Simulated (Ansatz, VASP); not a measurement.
## Two plane-wave programs on Al5Cu3

Contents of INCAR:

```
PREC = Accurate
ENCUT = 600
EDIFF = 1E-6
ISMEAR = 0
SIGMA = 0.2
LREAL = False
LASPH = True
NELM = 60
ALGO = Normal
ISIF = 3
LWAVE = False
LCHARG = False
GGA = PE
IBRION = 2
NSW = 36
EDIFFG = -0.08
```

The input KPOINTS:

```
regular mesh
0
Gamma
  4 4 4
```

POSCAR

```
Al5Cu3
1.0
   -3.1094808100      3.1094808100      4.0138942800
    3.1094808100     -3.1094808100      4.0138942800
    3.1094808100      3.1094808100     -4.0138942800
Al Cu
5 3
Direct
    0.5000000000      0.5000000000      0.5000000000
    0.0000000000      0.0000000000      0.5000000000
    0.5000000000      0.0000000000      0.0000000000
    0.0000000000      0.5000000000      0.0000000000
    0.0000000000      0.0000000000      0.0000000000
    0.5000000000      0.0000000000      0.5000000000
    0.0000000000      0.5000000000      0.5000000000
    0.5000000000      0.5000000000      0.0000000000
```

Input for Ansatz:

```yaml
crystal:
  lattice:
    - [-3.10948081, 3.10948081, 4.01389428]
    - [3.10948081, -3.10948081, 4.01389428]
    - [3.10948081, 3.10948081, -4.01389428]
  atoms:
    - { symbol: Al, position: [0.5, 0.5, 0.5] }
    - { symbol: Al, position: [0.0, 0.0, 0.5] }
    - { symbol: Al, position: [0.5, 0.0, 0.0] }
    - { symbol: Al, position: [0.0, 0.5, 0.0] }
    - { symbol: Al, position: [0.0, 0.0, 0.0] }
    - { symbol: Cu, position: [0.5, 0.0, 0.5] }
    - { symbol: Cu, position: [0.0, 0.5, 0.5] }
    - { symbol: Cu, position: [0.5, 0.5, 0.0] }
basis:
  ecutwfc: 420
kpoints:
  mp_grid: { grid: [4, 4, 4] }
hamiltonian:
  xc: pbe
scf:
  occupations: { method: gaussian, width: 0.2 }
  lower_state_search: "off"
output:
  forces: true
  stress: true
  eigenvalues: true
relax:
  adjacent_minimum: "off"
  f_tol: 0.08
  max_steps: 16
  cell: { stress_tol: 0.8 }
```

Change from the starting cell: species swapped into the Li3Mg5 type (I4/mmm, No. 139).

Alike in both runs: task relaxation of cell and atoms; functional PBE; k mesh 4 × 4 × 4; occupations gaussian, width 0.2 eV; no spin polarisation.

|  | VASP | Ansatz |
| --- | --- | --- |
| version | VASP 6.6.1 | Ansatz 0.2.0 |
| potentials or method | VASP PAW PBE potentials, release 64 (Al, Cu), cutoff 600 eV | scalar-relativistic, plane waves, PAW |
| valence electrons in the cell | 48 | 72 |

|  | VASP | Ansatz | Ansatz less VASP |
| --- | --- | --- | --- |
| gap on the k mesh at the Fermi level, each at its own relaxed structure (eV) | none | none | - |
| relaxed volume (Å³/atom) | 14.50 | 14.49 | -0.005 |
| relaxed cell length with the largest relative difference (Å) | 5.465 | 5.455 | -0.0101 |

A gap of «none» marks a metal or a gap that the smearing closes. VASP's potentials hold 48 valence electrons a cell and Ansatz's 72, so a difference there can come from the potentials and not from the codes.

Noted on VASP's run: the volume moved by over 15 % at a fixed basis, so the end points are rough.
